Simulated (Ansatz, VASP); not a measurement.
# TiSb in VASP and in Ansatz

```xyz
4
Lattice="4.1033 0.0000 0.0000 -2.0516 3.5536 0.0000 0.0000 0.0000 6.3464" Properties=species:S:1:pos:R:3 pbc="T T T"
Ti    0.0000    0.0000    0.0000
Ti    0.0000    0.0000    3.1732
Sb    0.0000    2.3690    1.5866
Sb    2.0516    1.1845    4.7598
```

Change from the starting cell: zz strain of +1 %.

Alike in both runs: task single point; functional LDA; k mesh 12 × 12 × 7; occupations fermi-dirac, width 0.03 eV; no spin polarisation.

|  | VASP | Ansatz |
| --- | --- | --- |
| version | VASP 6.6.1 | Ansatz 0.2.0 |
| potentials or method | VASP PAW LDA potentials, release 64 (Ti_sv, Sb), cutoff 520 eV | all-electron LAPW, scalar-relativistic |

|  | VASP | Ansatz | Ansatz less VASP |
| --- | --- | --- | --- |
| pressure (GPa) | -9.0 | -9.2 | -0.23 |
| traceless stress, the component that is largest in VASP (GPa) | -0.71 | -0.75 | -0.035 |

LDA's correlation is that of Perdew and Zunger in VASP and of Perdew and Wang (1992) in Ansatz. Ansatz ran all-electron here, and VASP with PAW potentials.

Neither program's run includes spin-orbit coupling.
